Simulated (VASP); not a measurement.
Here is a VASP 6.6.1 calculation.

The input POSCAR:

```
SnSe2
1.0
    3.8405676479      0.0000000000      0.0000000000
   -1.9202838240      3.3260291481      0.0000000000
    0.0000000000      0.0000000000      6.5233023644
Sn Se
1 2
Direct
    0.0000000000      0.0000000000      0.0000000000
    0.3333333333      0.6666666667      0.2412719747
    0.6666666667      0.3333333333      0.7587280253
```

Contents of INCAR.step1:

```
PREC     = Accurate       # precision mode
ENCUT    = 520            # plane-wave cutoff, eV
ISMEAR   = 0              # smearing method
SIGMA    = 0.05           # smearing width, eV
LREAL    = F              # projectors in reciprocal space
LASPH    = T              # aspherical terms in the spheres
NELM     = 100            # most SCF steps
NBANDS   = 20             # bands
GGA      = PE             # functional
ALGO     = Normal         # electronic algorithm
EDIFF    = 1E-4           # SCF threshold, eV
LWAVE    = T              # write WAVECAR
LCHARG   = F              # write CHGCAR
```

INCAR.step2

```
PREC     = Accurate       # precision mode
ENCUT    = 520            # plane-wave cutoff, eV
EDIFF    = 1E-6           # SCF threshold, eV
ISMEAR   = 0              # smearing method
SIGMA    = 0.05           # smearing width, eV
LREAL    = F              # projectors in reciprocal space
LASPH    = T              # aspherical terms in the spheres
NELM     = 100            # most SCF steps
ALGO     = Normal         # electronic algorithm
ISIF     = 2              # what is computed and relaxed
LWAVE    = F              # write WAVECAR
LCHARG   = F              # write CHGCAR
METAGGA  = R2SCAN         # meta-GGA
LMIXTAU  = T            
NBANDS   = 20             # bands
ISTART   = 1
```

The input KPOINTS:

```
Automatic mesh
0
Gamma
  12 12 6
```

Potentials or basis: VASP PAW PBE potentials, release 64 (Sn_d, Se).

The run is started by

```console
$ cat potpaw_PBE.64/Sn_d/POTCAR potpaw_PBE.64/Se/POTCAR > POTCAR
$ cp INCAR.step1 INCAR
$ mpirun -np 1 vasp_std > vasp.out
$ cp INCAR.step2 INCAR
$ mpirun -np 1 vasp_std > vasp.out
```

**Question.** What does it give for the band gap on the k mesh?

**Answer.** 1.02 eV, indirect (least direct gap 1.46 eV).

**Question.** What does it give for the largest force?

**Answer.** 0.012 eV/Å.

**Question.** Estimate the pressure.

**Answer.** 0.1 GPa.

Forces on the atoms (eV/Å):
```
Sn   0.000  0.000  0.000
Se   0.000  0.000  0.012
Se   0.000  0.000 -0.012
```

Caveat: the PAW data sets were made with another functional, which shifts forces and pressure a little; spin-orbit coupling is left out, which moves the levels of the heavy elements. A k mesh can miss the band edges.
